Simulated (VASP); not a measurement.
Set up this calculation in VASP 6.6.1, as the native input.

```
Task                   : single point
Functional             : r2SCAN
Potentials or basis    : VASP PAW PBE potentials, release 64 (Ti_sv, O)
Cutoff                 : 520 eV
k mesh                 : 16 × 16 × 16
Occupations            : gaussian, width 0.1 eV
Spin                   : collinear spin
Starting moments       : [2.5, 0.0] μB
Hubbard terms          : Ti d U = 4.0 eV
Dipole correction      : no
Further INCAR settings : ALGO = Normal; EDIFF = 1e-06; NBANDS = 20
```

The system is TiO.

```
Ti O
1.0
     0.00000    2.33423    2.33423
     2.33423    0.00000    2.33423
     2.33423    2.33423    0.00000
Ti O
1 1
Direct
  0.00000 0.00000 0.00000
  0.25000 0.25000 0.25000
```

The input as run:

POSCAR

```
TiO
1.0
    0.0000000000      2.3342312410      2.3342312410
    2.3342312410      0.0000000000      2.3342312410
    2.3342312410      2.3342312410      0.0000000000
Ti O
1 1
Direct
    0.0000000000      0.0000000000      0.0000000000
    0.2500000000      0.2500000000      0.2500000000
```

INCAR.step1

```
SYSTEM = TiO
PREC = Accurate
ENCUT = 520
ISMEAR = 0
SIGMA = 0.1
LREAL = .False.
LASPH = .True.
NELM = 150
ISPIN = 2
MAGMOM = 2.5 0
LMAXMIX = 4
LDAU = .True.
LDAUTYPE = 2
LDAUL = 2 -1
LDAUU = 4 0
LDAUJ = 0 0
NBANDS = 20
GGA = PE
ALGO = Normal
EDIFF = 1E-4
LWAVE = .True.
LCHARG = .False.
```

INCAR.step2

```
SYSTEM = TiO
PREC = Accurate
ENCUT = 520
EDIFF = 1E-6
ISMEAR = 0
SIGMA = 0.1
LREAL = .False.
LASPH = .True.
NELM = 150
ALGO = Normal
ISIF = 2
LWAVE = .False.
LCHARG = .False.
ISPIN = 2
MAGMOM = 2.5 0
LORBIT = 11
LMAXMIX = 4
LDAU = .True.
LDAUTYPE = 2
LDAUL = 2 -1
LDAUU = 4 0
LDAUJ = 0 0
LDAUPRINT = 1
METAGGA = R2SCAN
LMIXTAU = .True.
NBANDS = 20
ISTART = 1
```

KPOINTS

```
Automatic mesh
0
Gamma
  16 16 16
  0 0 0
```

Potentials or basis: VASP PAW PBE potentials, release 64 (Ti_sv, O).

Run with:

```bash
$ cat potpaw_PBE.64/Ti_sv/POTCAR potpaw_PBE.64/O/POTCAR > POTCAR
$ cp INCAR.step1 INCAR
$ mpirun -np 1 vasp_std > vasp.out
$ cp INCAR.step2 INCAR
$ mpirun -np 1 vasp_std > vasp.out
```

Results of the run:

```yaml
Pressure: 2.3 GPa
Band_gap_on_the_k_mesh: zero (filled and empty bands overlap)
Net_moment: 0.00 μB per cell
Valence_electrons_inside_the_program's_atomic_spheres: Ti 10.05; O 5.12
```

Caveat: the PAW data sets were made with another functional, which shifts forces and pressure a little.

It took 5.7 min on 1 thread of Intel(R) Xeon(R) 6975P-C (Granite Rapids) (shared host), peak memory 0.26 GiB.
